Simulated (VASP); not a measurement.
# Si (Imma) in VASP: further runs, part 2 of 2

VASP 6.6.1. The steps go on from the part before.

## (4) Electric field gradients, PBE (13.19 Å³/atom)

This run uses another cell than the first one, of 13.19 Å³/atom.

INCAR reads:

```
SYSTEM = Si
PREC = Accurate
ENCUT = 520
EDIFF = 1E-8
ISMEAR = -1
SIGMA = 0.08
LREAL = .FALSE.
LASPH = .TRUE.
NELM = 60
ALGO = Normal
ISIF = 2
LWAVE = .FALSE.
LCHARG = .FALSE.
GGA = PE
LEFG = .TRUE.
ISYM = 0
NBANDS = 11
```

KPOINTS reads:

```
regular mesh
0
G
  16 16 11
  0 0 0
```

POSCAR reads:

```
Si
1.0
   -2.2282610716      2.3445741218      1.2621203315
    2.2282610716     -2.3445741218      1.2621203315
    2.2282610716      2.3445741218     -1.2621203315
Si
2
Direct
    0.8070000000      0.5570000000      0.2500000000
    0.1930000000      0.4430000000      0.7500000000
```

Potentials or basis: VASP PAW PBE potentials, release 64 (Si).

Launch:

```console
cat potpaw_PBE.64/Si/POTCAR > POTCAR
mpirun -np 1 vasp_std > vasp.out
```

OUTCAR:

```text
SYSTEM = Si
   PREC = Accurate
   ENCUT = 520
   EDIFF = 1E-8
   ISMEAR = -1
   LREAL = .FALSE.
   LASPH = .TRUE.
   NELM = 60
   ISIF = 2
   GGA = PE
   ISYM = 0

 ion  position               nearest neighbor table
   1  0.807  0.557  0.250-   2 2.36   2 2.36   2 2.43   2 2.43   2 2.71   2 2.71
   2  0.193  0.443  0.750-   1 2.36   1 2.36   1 2.43   1 2.43   1 2.71   1 2.71

IMPORTANT INFORMATION: All symmetrisations will be switched off!
NOSYMM: (Re-)initialisation of all symmetry stuff for point group C_1.

----------------------------------------------------------------------------------------

[... 536 lines left out ...]

  energy  without entropy=      -10.0021570233  energy(sigma->0) =      -10.00998418

 Electric field gradients (V/A^2)
---------------------------------------------------------------------
 ion       V_xx      V_yy      V_zz      V_xy      V_xz      V_yz
---------------------------------------------------------------------
   1      10.465   -27.493    17.028     0.059    -0.019    -0.105
   2      10.465   -27.493    17.028     0.059    -0.019    -0.105
---------------------------------------------------------------------

 Electric field gradients after diagonalization (V/A^2)
 (convention: |V_zz| > |V_xx| > |V_yy|)
----------------------------------------------------------------------
 ion       V_xx      V_yy      V_zz     asymmetry (V_yy - V_xx)/ V_zz
----------------------------------------------------------------------
   1      17.029    10.465   -27.493       0.239
   2      17.029    10.465   -27.493       0.239
----------------------------------------------------------------------

           NMR quadrupolar parameters

 Cq : quadrupolar parameter    Cq=e*Q*V_zz/h
 eta: asymmetry parameters     (V_yy - V_xx)/ V_zz
 Q  : nuclear electric quadrupole moment in mb (millibarn)
----------------------------------------------------------------------
 ion       Cq(MHz)       eta       Q (mb)
----------------------------------------------------------------------
   1      -0.066       0.239       1.000
   2      -0.066       0.239       1.000
----------------------------------------------------------------------
```

stdout:

```text
POSCAR found type information on POSCAR Si
 POSCAR found :  1 types and       2 ions
 scaLAPACK will be used
 LDA part: xc-table for (Slater+PW92), standard interpolation
 -----------------------------------------------------------------------------
[... 38 lines left out ...]
     0.0000670    -0.0033965     0.0057580    -0.8753005     0.0009587    -1.0966934
     0.0000923    -0.0033965     0.0057580    -0.8753005     0.0009587    -1.0966934

     0.0000353    -0.0575304     0.0992142   -13.1842207     0.0182400   -16.9000903
     0.0000487    -0.0575304     0.0992141   -13.1842066     0.0182400   -16.9000721
     0.0000670    -0.0575303     0.0992139   -13.1841830     0.0182399   -16.9000418
     0.0000923    -0.0575301     0.0992137   -13.1841440     0.0182399   -16.8999917
```

Wall time 13 min (1 thread of Oxide Virtual Turin-like, shared host); peak memory 0.38 GiB.

What came out:

```
Free energy                             : -10.0178 eV
Pressure                                : 21.3 GPa
Largest force                           : 0.031 eV/Å
Band gap on the k mesh                  : zero (bands 4 and 5 overlap by 7.68 eV)
Largest electric field gradient by atom : Si -27.5 V/Å²
```

Forces in eV/Å, atoms in the order of the input:
```
Si   0.005  0.000 -0.031
Si  -0.005  0.000  0.031
```

Electric field gradients, principal values (V/Å²):
```
atom   least  middle  greatest (by size)
1 Si  10.465  17.029             -27.493
2 Si  10.465  17.029             -27.493
```

Caveat: the cell stands under pressure; without QUAD_EFG the Cq values of the log hold for a quadrupole moment of 1 mb, not for the nuclei.

## (5) Electric field gradients, PBE

INCAR reads:

```
SYSTEM = Si
PREC = Accurate
ENCUT = 520
EDIFF = 1E-8
ISMEAR = -1
SIGMA = 0.08
LREAL = .False.
LASPH = .True.
NELM = 60
ALGO = Normal
ISIF = 2
LWAVE = .False.
LCHARG = .False.
GGA = PE
LEFG = .True.
ISYM = 0
NBANDS = 11
```

KPOINTS reads:

```
Automatic mesh
0
Gamma
  16 16 11
  0 0 0
```

POSCAR reads:

```
Si
1.0
   -2.2510000000      2.3685000000      1.2750000000
    2.2510000000     -2.3685000000      1.2750000000
    2.2510000000      2.3685000000     -1.2750000000
Si
2
Direct
    0.8070000000      0.5570000000      0.2500000000
    0.1930000000      0.4430000000      0.7500000000
```

Potentials or basis: VASP PAW PBE potentials, release 64 (Si).

Launch:

```console
cat potpaw_PBE.64/Si/POTCAR > POTCAR
mpirun -np 1 vasp_std > vasp.out
```

OUTCAR:

```text
SYSTEM = Si
   PREC = Accurate
   ENCUT = 520
   EDIFF = 1E-8
   ISMEAR = -1
   LREAL = .False.
   LASPH = .True.
   NELM = 60
   ISIF = 2
   GGA = PE
   ISYM = 0

 ion  position               nearest neighbor table
   1  0.807  0.557  0.250-   2 2.39   2 2.39   2 2.46   2 2.46   2 2.74   2 2.74
   2  0.193  0.443  0.750-   1 2.39   1 2.39   1 2.46   1 2.46   1 2.74   1 2.74

IMPORTANT INFORMATION: All symmetrisations will be switched off!
NOSYMM: (Re-)initialisation of all symmetry stuff for point group C_1.

----------------------------------------------------------------------------------------

                                     Primitive cell

  volume of cell :      27.1906

  direct lattice vectors                    reciprocal lattice vectors
    -2.251000000  2.368500000  1.275000000     0.000000000  0.211104074  0.392156863
     2.251000000 -2.368500000  1.275000000     0.222123501  0.000000000  0.392156863
     2.251000000  2.368500000 -1.275000000     0.222123501  0.211104074  0.000000000

[... 513 lines left out ...]
    -2.251000000  2.368500000  1.275000000     0.000000000  0.211104074  0.392156863
     2.251000000 -2.368500000  1.275000000     0.222123501  0.000000000  0.392156863
     2.251000000  2.368500000 -1.275000000     0.222123501  0.211104074  0.000000000

 POSITION                                       TOTAL-FORCE (eV/Angst)
 -----------------------------------------------------------------------------------
     -0.00000      1.18425      1.42035         0.004270     -0.000816     -0.000565
      2.25100      1.18425     -0.14535        -0.004270      0.000816      0.000565
 -----------------------------------------------------------------------------------
    total drift:                                0.000000     -0.000000      0.000000

  FREE ENERGIE OF THE ION-ELECTRON SYSTEM (eV)
  ---------------------------------------------------
  free  energy   TOTEN  =       -10.1117290223 eV

  energy  without entropy=      -10.0960616172  energy(sigma->0) =      -10.10389532

 Electric field gradients (V/A^2)
---------------------------------------------------------------------
 ion       V_xx      V_yy      V_zz      V_xy      V_xz      V_yz
---------------------------------------------------------------------
   1      10.028   -26.667    16.639     0.080    -0.001    -0.102
   2      10.028   -26.667    16.639     0.080    -0.001    -0.102
---------------------------------------------------------------------

 Electric field gradients after diagonalization (V/A^2)
 (convention: |V_zz| > |V_xx| > |V_yy|)
----------------------------------------------------------------------
 ion       V_xx      V_yy      V_zz     asymmetry (V_yy - V_xx)/ V_zz
----------------------------------------------------------------------
   1      16.639    10.029   -26.668       0.248
   2      16.639    10.029   -26.668       0.248
----------------------------------------------------------------------

           NMR quadrupolar parameters

 Cq : quadrupolar parameter    Cq=e*Q*V_zz/h
 eta: asymmetry parameters     (V_yy - V_xx)/ V_zz
 Q  : nuclear electric quadrupole moment in mb (millibarn)
----------------------------------------------------------------------
 ion       Cq(MHz)       eta       Q (mb)
----------------------------------------------------------------------
   1      -0.064       0.248       1.000
   2      -0.064       0.248       1.000
----------------------------------------------------------------------
```

Wall time 12 min (1 thread of Oxide Virtual Turin-like, shared host); peak memory 0.39 GiB.

Results:

| Quantity | Value |
| --- | --- |
| Free energy | -10.1117 eV |
| Pressure | 15.7 GPa |
| Largest force | 0.004 eV/Å |
| Band gap on the k mesh | zero (bands 4 and 5 overlap by 7.50 eV) |
| Largest electric field gradient by atom | Si -26.7 V/Å² |

Forces in eV/Å, atoms in the order of the input:
```
Si   0.004 -0.001 -0.001
Si  -0.004  0.001  0.001
```

Electric field gradients, principal values (V/Å²):
```csv
atom,least,middle,greatest (by size)
1 Si,10.029,16.639,-26.668
2 Si,10.029,16.639,-26.668
```

Caveat: the cell stands under pressure; without QUAD_EFG the Cq values of the log hold for a quadrupole moment of 1 mb, not for the nuclei.

## (6) Summary

```tsv
task	cell	k mesh for the DOS	occupations for the DOS	gap on the mesh (eV)	pressure (GPa)	largest force (eV/Å)
single point	a = 3.507 Å, angles 100.2, 95.0, 137.4°, 2 atoms	24 × 24 × 17	tetrahedron	-	-	-
electric field gradients	a = 3.576 Å, angles 100.2, 95.0, 137.4°, 2 atoms	-	-	none	6.7	0.05
electric field gradients	a = 3.472 Å, angles 100.2, 95.0, 137.4°, 2 atoms	-	-	none	21.3	0.03
electric field gradients	a = 3.507 Å, angles 100.2, 95.0, 137.4°, 2 atoms	-	-	none	15.7	-
```

Alike in all rows: level PBE; potentials or basis VASP PAW PBE potentials, release 64 (Si); no spin polarisation; k mesh 16 × 16 × 11; cutoff (eV) 520; smearing fermi-dirac 0.08 eV.

Caveats: the cell stands under pressure (at least some runs).

Total energies depend on the potentials used, so only differences within one code and one set of settings carry meaning.
